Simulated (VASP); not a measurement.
# NaTeH4 (Cmcm) in VASP: relaxation of the atoms with r2SCAN

Aim: the relaxation of the atoms of NaTeH4 with r2SCAN.

All numbers are computed with VASP 6.6.1; they aren't measurements. Logs are shortened: lines on timing, memory, paths and dates and some standing lists are left out, and cuts for length are marked.

## Step 1: The cell of the first run

The structure is orthorhombic, space group Cmcm (No. 63). The conventional cell has a = 7.530 Å, b = 6.923 Å, c = 7.553 Å, α = 90.00°, β = 90.00°, γ = 90.00°. H (site symmetry m) has 1 Te at 1.74 Å within 2.3 Å. Within 2.2 Å of H (site symmetry m) lie 1 Te at 1.69 Å. Within 3.2 Å of Na (site symmetry m2m) lie 8 H at 2.45 to 2.90 Å. Te (site symmetry m2m) has 4 H at 1.69 to 1.74 Å within 2.2 Å.

## Step 2: Relaxation of the atoms, r2SCAN

Input file POSCAR:

```
NaTeH4
1.0
    3.7650180000      3.4613750000      0.0000000000
    3.7650180000     -3.4613750000      0.0000000000
    0.0000000000      0.0000000000     -7.5532990000
H Na Te
8 2 2
Direct
    0.1744000000      0.1998000000      0.7500000000
    0.8256000000      0.8002000000      0.2500000000
    0.1998000000      0.1744000000      0.2500000000
    0.8002000000      0.8256000000      0.7500000000
    0.6911000000      0.3089000000      0.5720000000
    0.3089000000      0.6911000000      0.0720000000
    0.3089000000      0.6911000000      0.4280000000
    0.6911000000      0.3089000000      0.9280000000
    0.3534000000      0.6466000000      0.7500000000
    0.6466000000      0.3534000000      0.2500000000
    0.8390000000      0.1610000000      0.7500000000
    0.1610000000      0.8390000000      0.2500000000
```

Input file INCAR.step1:

```
SYSTEM = NaTeH4
ALGO = Normal
EDIFF = 1E-5
EDIFFG = -0.01
ENCUT = 500
GGA = PE
GGA_COMPAT = .False.
IBRION = 2
ISMEAR = -1
KPAR = 4
LASPH = .True.
LCHARG = .False.
LREAL = .False.
LWAVE = .True.
NELM = 120
NELMIN = 4
NSW = 100
PREC = Accurate
SIGMA = 0.1
```

Input file INCAR.step2:

```
SYSTEM = NaTeH4
ALGO = Normal
EDIFF = 1E-7
EDIFFG = -0.03
ENCUT = 500
GGA_COMPAT = .False.
IBRION = 2
ISIF = 2
ISMEAR = -1
ISTART = 1
KPAR = 4
LASPH = .True.
LCHARG = .False.
LMIXTAU = .True.
LREAL = .False.
LWAVE = .False.
METAGGA = R2SCAN
NELM = 120
NELMIN = 4
NSW = 60
PREC = Accurate
SIGMA = 0.1
```

Input file KPOINTS:

```
k-points
0
Gamma
  5 5 3
  0 0 0
```

Potentials or basis: VASP PAW PBE potentials, release 64 (H, Na_pv, Te).

Launch:

```bash
$ cat potpaw_PBE.64/H/POTCAR potpaw_PBE.64/Na_pv/POTCAR potpaw_PBE.64/Te/POTCAR > POTCAR
$ cp INCAR.step1 INCAR
$ mpirun -np 4 vasp_std > vasp.out
$ cp INCAR.step2 INCAR
$ mpirun -np 4 vasp_std > vasp.out
```

OUTCAR:

```text
SYSTEM = NaTeH4
   EDIFF = 1E-7
   EDIFFG = -0.03
   ENCUT = 500
   IBRION = 2
   ISIF = 2
   ISMEAR = -1
   ISTART = 1
   LASPH = .True.
   LREAL = .False.
   METAGGA = R2SCAN
   NELM = 120
   NELMIN = 4
   NSW = 60
   PREC = Accurate

 ion  position               nearest neighbor table
   1  0.174  0.200  0.750-  11 1.74
   2  0.826  0.800  0.250-  12 1.74
   3  0.200  0.174  0.250-  12 1.74
   4  0.800  0.826  0.750-  11 1.74
   5  0.691  0.309  0.572-  11 1.69
   6  0.309  0.691  0.072-  12 1.69
   7  0.309  0.691  0.428-  12 1.69
   8  0.691  0.309  0.928-  11 1.69
   9  0.353  0.647  0.750-
  10  0.647  0.353  0.250-
  11  0.839  0.161  0.750-   5 1.69   8 1.69   1 1.74   4 1.74
  12  0.161  0.839  0.250-   6 1.69   7 1.69   2 1.74   3 1.74

  LATTYP: Found a base centered orthorhombic cell.
 ALAT       =     6.9227500000
 B/A-ratio  =     1.0877232314
 C/A-ratio  =     1.0910836012

  Lattice vectors:

 A1 = (  -3.7650180000,   3.4613750000,   0.0000000000)
 A2 = (   3.7650180000,   3.4613750000,   0.0000000000)
 A3 = (   0.0000000000,   0.0000000000,  -7.5532990000)

Analysis of symmetry for initial positions (statically):
=====================================================================
 Subroutine PRICEL returns:
 Original cell was already a primitive cell.

 Routine SETGRP: Setting up the symmetry group for a
 base centered orthorhombic supercell.

 Subroutine GETGRP returns: Found  8 space group operations
 (whereof  4 operations were pure point group operations)
 out of a pool of  8 trial point group operations.

The static configuration has the point symmetry C_2h.
 The point group associated with its full space group is D_2h.

Analysis of symmetry for dynamics (positions and initial velocities):
=====================================================================
 Subroutine PRICEL returns:
 Original cell was already a primitive cell.

 Routine SETGRP: Setting up the symmetry group for a
 base centered orthorhombic supercell.

 Subroutine GETGRP returns: Found  8 space group operations
 (whereof  4 operations were pure point group operations)
 out of a pool of  8 trial point group operations.

The dynamic configuration has the point symmetry C_2h.
 The point group associated with its full space group is D_2h.

 Subroutine INISYM returns: Found  8 space group operations
 (whereof  4 operations are pure point group operations),
 and found     1 'primitive' translations
[... 108 lines left out ...]
   EDIFF  = 0.1E-06   stopping-criterion for ELM
   LREAL  =      F    real-space projection
   EDIFFG = -.3E-01   stopping-criterion for IOM
   NSW    =     60    number of steps for IOM
   IBRION =      2    ionic relax: 0-MD 1-quasi-New 2-CG
   NFREE  =      1    steps in history (QN), initial steepest desc. (CG)
   ISIF   =      2    stress and relaxation
   ISYM   =      2    0-nonsym 1-usesym 2-fastsym
   POTIM  = 0.5000    time-step for ionic-motion
   TEBEG  =    0.0;   TEEND  =   0.0 temperature during run
   PSTRESS=    0.0 pullay stress
   NELECT =      34.0000    total number of electrons
   NUPDOWN=      -1.0000    fix difference up-down
   EMIN   =  10.00;   EMAX   =-10.00  energy-range for DOS
   EFERMI =   0.00;   METHOD = LEGACY
   ISMEAR =    -1;   SIGMA  =   0.10  broadening in eV -4-tet -1-fermi 0-gaus
   EFERMI_NEDOS =   21; number of points for ismear=-14 and -15
   IALGO  =     38    algorithm
   IMIX   =      4    mixing-type and parameters
     AMIX     =   0.40;   BMIX     =  1.00
     AMIX_MAG =   1.60;   BMIX_MAG =  1.00
  volume/ion in A,a.u.               =      16.41       110.71
  Fermi-wavevector in a.u.,A,eV,Ry     =   0.911676  1.722817 11.308516  0.831152
  Thomas-Fermi vector in A             =   2.035983
   LORBIT       =      0    0 simple, 1 ext, 2 COOP (PROOUT), +10 PAW based schemes
   METAGGA = R2SCAN    functional components
   LHFCALC =     F    Hartree Fock is set to
   AEXX    =    0.0000 exact exchange contribution
   IVDW    =     0    specifies the selected vdW correction
   LEPSILON=     F    determine dielectric tensor
   LRPA    =     F    only Hartree local field effects (RPA)
 conjugate gradient relaxation of ions
 non-spin polarized calculation
  energy-cutoff  :      500.00
  volume of cell :      196.87
 maximum number of plane-waves:      5039
 NGX is ok and might be reduce to    40
   NGX = 19   NGY = 19   NGZ = 27

--------------------------------------- Ionic step        1  -------------------------------------------

 number of electron      33.9999984 magnetization

 Free energy of the ion-electron system (eV)
  ---------------------------------------------------
  ext. energy  EPLUGINS =         0.00000000
  ---------------------------------------------------
  free energy    TOTEN  =       -73.95596764 eV

  energy without entropy =      -73.75043512  energy(sigma->0) =      -73.85320138

------------------------ aborting loop because EDIFF is reached ----------------------------------------

  FORCE on cell =-STRESS in cart. coord.  units (eV):
  Direction    XX          YY          ZZ          XY          YZ          ZX
  --------------------------------------------------------------------------------------
  -------------------------------------------------------------------------------------
  Total        7.7650008     10.2425958      7.2103505      0.0000000      0.0000000      0.0000000
  in kB       63.1931066     83.3562624     58.6792533      0.0000000      0.0000000      0.0000000
  external PRESSURE =      68.4095408 kB  Pullay stress =       0.0000000 kB
[... 119 lines left out ...]
  FREE ENERGIE OF THE ION-ELECTRON SYSTEM (eV)
  ---------------------------------------------------
  free  energy   TOTEN  =       -76.9937096866 eV

  energy  without entropy=      -76.8356900939  energy(sigma->0) =      -76.91469989

[... ionic steps 4 to 44 ...]

--------------------------------------- Ionic step       45  -------------------------------------------

 number of electron      33.9999975 magnetization

------------------------ aborting loop because EDIFF is reached ----------------------------------------
[... 87 lines left out ...]
--------------------------------------- Ionic step       47  -------------------------------------------

 number of electron      33.9999975 magnetization

 Free energy of the ion-electron system (eV)
  ---------------------------------------------------
  ext. energy  EPLUGINS =         0.00000000
  ---------------------------------------------------
  free energy    TOTEN  =       -83.70820697 eV

  energy without entropy =      -83.63075803  energy(sigma->0) =      -83.66948250

 E-fermi :   2.3852     XC(G=0):  -7.7400

 val. band max:        2.2970569631   @ k =  -0.2000   0.2000   0.3333
 cond. band min:       2.3998377679   @ k =  -0.4000   0.2000   0.0000
 fundamental gap:      0.1027808048
 Fermi energy:         2.3851910579

 k-point     1 :       0.0000    0.0000    0.0000
  band No.  band energies     occupation
      1     -24.5013      2.00000
      2     -24.4965      2.00000
      3     -24.4953      2.00000
      4     -24.4933      2.00000
      5     -24.4748      2.00000
      6     -24.4747      2.00000
[... 514 lines left out ...]
  FREE ENERGIE OF THE ION-ELECTRON SYSTEM (eV)
  ---------------------------------------------------
  free  energy   TOTEN  =       -83.7082069710 eV

  energy  without entropy=      -83.6307580256  energy(sigma->0) =      -83.66948250

 reached required accuracy - stopping structural energy minimisation
```

OUTCAR.step1:

```text
SYSTEM = NaTeH4
   EDIFF = 1E-5
   EDIFFG = -0.01
   ENCUT = 500
   GGA = PE
   IBRION = 2
   ISMEAR = -1
   LASPH = .True.
   LREAL = .False.
   NELM = 120
   NELMIN = 4
   NSW = 100
   PREC = Accurate
[... 461 lines left out ...]
 cond. band min:       2.3752998058   @ k =  -0.4000   0.2000   0.0000
 fundamental gap:      0.0347056753
 Fermi energy:         2.3744746753

 k-point     1 :       0.0000    0.0000    0.0000
  band No.  band energies     occupation
      1     -23.3230      2.00000
      2     -23.3189      2.00000
      3     -23.3166      2.00000
      4     -23.3147      2.00000
      5     -23.3002      2.00000
      6     -23.3002      2.00000
[... 514 lines left out ...]
  FREE ENERGIE OF THE ION-ELECTRON SYSTEM (eV)
  ---------------------------------------------------
  free  energy   TOTEN  =       -33.8907022490 eV

  energy  without entropy=      -33.8053972775  energy(sigma->0) =      -33.84804976

 reached required accuracy - stopping structural energy minimisation
```

It took 54 min on 4 MPI ranks of Intel Xeon Platinum 8375C at 2.90GHz (Ice Lake), shared host; peak memory 0.38 GiB.

Results:

```
Free energy                  : -83.7082 eV
Energy gained by relaxing    : 812.7 meV/atom
Ionic steps                  : 47
Pressure after relaxing      : -0.6 GPa
Largest force after relaxing : 0.030 eV/Å
Band gap on the k mesh       : zero (bands 17 and 18 overlap by 2.27 eV)
```

Forces on the atoms (eV/Å):
```
H    0.022 -0.020  0.000
H   -0.022  0.020  0.000
H    0.022  0.020  0.000
H   -0.022 -0.020  0.000
H    0.000  0.016 -0.010
H    0.000 -0.016 -0.010
H    0.000 -0.016  0.010
H    0.000  0.016  0.010
Na   0.000 -0.002  0.000
Na   0.000  0.002  0.000
Te   0.000 -0.017  0.000
Te   0.000  0.017  0.000
```

The path:
| step | energy change (eV) | largest force (eV/Å) | pressure (GPa) |
| --- | --- | --- | --- |
| 1 | 0.0000 | 2.4611 | 6.84 |
| 3 | -3.0377 | 0.9112 | -4.08 |
| 5 | -3.1022 | 0.6884 | -2.68 |
| 7 | -3.3030 | 0.8257 | -3.16 |
| 9 | -4.9734 | 1.5874 | -4.72 |
| 11 | -5.3274 | 2.1835 | -4.76 |
| 13 | -5.8976 | 3.4632 | -4.40 |
| 15 | -7.4246 | 4.2918 | -2.60 |
| 17 | -8.3094 | 1.1394 | -0.60 |
| 19 | -8.4186 | 1.0146 | -0.62 |
| 21 | -8.9619 | 1.4961 | 0.46 |
| 23 | -9.2342 | 1.3903 | 1.39 |
| 25 | -9.4074 | 1.8885 | 1.28 |
| 27 | -9.5288 | 1.3115 | 0.46 |
| 29 | -9.6709 | 0.3203 | -0.84 |
| 31 | -9.6898 | 0.3597 | -1.09 |
| 33 | -9.7339 | 0.3233 | -0.83 |
| 35 | -9.7410 | 0.1105 | -0.89 |
| 37 | -9.7450 | 0.1065 | -0.64 |
| 39 | -9.7480 | 0.1295 | -0.67 |
| 41 | -9.7488 | 0.1696 | -0.67 |
| 43 | -9.7519 | 0.0681 | -0.59 |
| 45 | -9.7521 | 0.0352 | -0.57 |
| 47 | -9.7522 | 0.0297 | -0.56 |

Final structure:
```
CELL_PARAMETERS angstrom
3.76502 3.46137 0.00000
3.76502 -3.46137 0.00000
0.00000 0.00000 -7.55330
ATOMIC_POSITIONS crystal
H 0.20940 0.11801 0.75000
H 0.79060 0.88199 0.25000
H 0.11801 0.20940 0.25000
H 0.88199 0.79060 0.75000
H 0.54645 0.45355 0.52705
H 0.45355 0.54645 0.02705
H 0.45355 0.54645 0.47295
H 0.54645 0.45355 0.97295
Na 0.31562 0.68438 0.75000
Na 0.68438 0.31562 0.25000
Te 0.84744 0.15256 0.75000
Te 0.15256 0.84744 0.25000
```

Caveat: the PAW data sets were made with another functional, which shifts forces and pressure a little; spin-orbit coupling is left out, which moves the levels of the heavy elements.

The gap in the log of VASP goes by the Fermi energy; the results here count the filled bands.